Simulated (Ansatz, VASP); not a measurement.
Two plane-wave programs on TiAl3

```
Ti Al
1.0
     5.57231    0.00000    0.00000
    -2.78615    4.82576    0.00000
     0.00000    0.00000    4.72529
Ti Al
2 6
Direct
  0.66667 0.33333 0.25000
  0.33333 0.66667 0.75000
  0.16596 0.33192 0.25000
  0.16596 0.83404 0.25000
  0.66808 0.83404 0.25000
  0.33192 0.16596 0.75000
  0.83404 0.16596 0.75000
  0.83404 0.66808 0.75000
```

Change from the starting cell: species swapped into the La3Mg type (P6_3/mmc, No. 194).

Alike in both runs: functional PBE; k mesh 12 × 12 × 8; occupations gaussian, width 0.1 eV; no spin polarisation.

Ansatz relaxed the structure, and its values are those at the end. VASP's run is a single point on that final structure, the one shown.

```csv
,VASP,Ansatz
version,VASP 6.6.1,Ansatz 0.2.0
potentials or method,"VASP PAW PBE potentials, release 64 (Ti_sv, Al), cutoff 520 eV","scalar-relativistic, plane waves, PAW"
valence electrons in the cell,42,42
```

|  | VASP | Ansatz | Ansatz less VASP |
| --- | --- | --- | --- |
| gap on the k mesh at the Fermi level (eV) | none | none | - |
| pressure (GPa) | 0.0 | 0.0 | +0.04 |

A gap of «none» marks a metal or a gap that the smearing closes.
